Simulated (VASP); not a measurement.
## Sr2BN4: single point with PBE

Crystal: Sr2BN4.

```
CELL_PARAMETERS angstrom
-1.83547 1.83547 6.66129
1.83547 -1.83547 6.66129
1.83547 1.83547 -6.66129
ATOMIC_POSITIONS crystal
Sr 0.37430 0.37430 0.00000
Sr 0.62570 0.62570 0.00000
B 0.00000 0.00000 0.00000
N 0.86084 0.86084 0.00000
N 0.00000 0.50000 0.50000
N 0.50000 0.00000 0.50000
N 0.13916 0.13916 0.00000
```

```
Program             : VASP 6.6.1
Task                : single point
Functional          : PBE
Potentials or basis : VASP PAW PBE potentials, release 64 (Sr_sv, B, N)
Cutoff              : 520 eV
k mesh              : 6 × 6 × 6
Occupations         : gaussian, width 0.1 eV
Spin                : no spin polarisation
```

* Pressure: 1.9 GPa
* Largest force: 1.966 eV/Å

Forces in eV/Å, atoms in the order of the input:
```
Sr   0.000  0.000 -1.966
Sr   0.000  0.000  1.966
B    0.000  0.000  0.000
N    0.000  0.000  1.620
N    0.000  0.000  0.000
N    0.000  0.000  0.000
N    0.000  0.000 -1.620
```

Stress tensor (GPa, compression positive):
```
 5.23  0.00  0.00
 0.00  5.23  0.00
 0.00  0.00 -4.63
```

Levels at points of the mesh, in eV from the Fermi level:
```
           k point  band 18  band 19  band 20  band 21  band 22  band 23  band 24  band 25
(0.00, 0.00, 0.00)    -0.74    -0.74    -0.38    -0.38     0.24     0.62     0.62     3.84
(0.50, 0.00, 0.00)    -1.68    -1.47    -1.43    -0.53    -0.08    -0.06     0.66     5.26
(0.50, 0.50, 0.00)    -0.80    -0.39    -0.21     0.12     0.29     0.44     0.96     5.33
(0.50, 0.50, 0.50)    -0.89    -0.89    -0.48    -0.26    -0.26     0.58     0.58     4.56
```

It took 4.8 min on 1 thread of Intel(R) Xeon(R) Platinum 8259CL CPU @ 2.50GHz (Skylake/Cascade Lake) (shared host), peak memory 0.43 GiB.

Caveat: the k points lie up to 0.40 Å⁻¹ apart; forces of over 1 eV/Å act on the atoms, so gaps and moduli don't describe the material at rest.
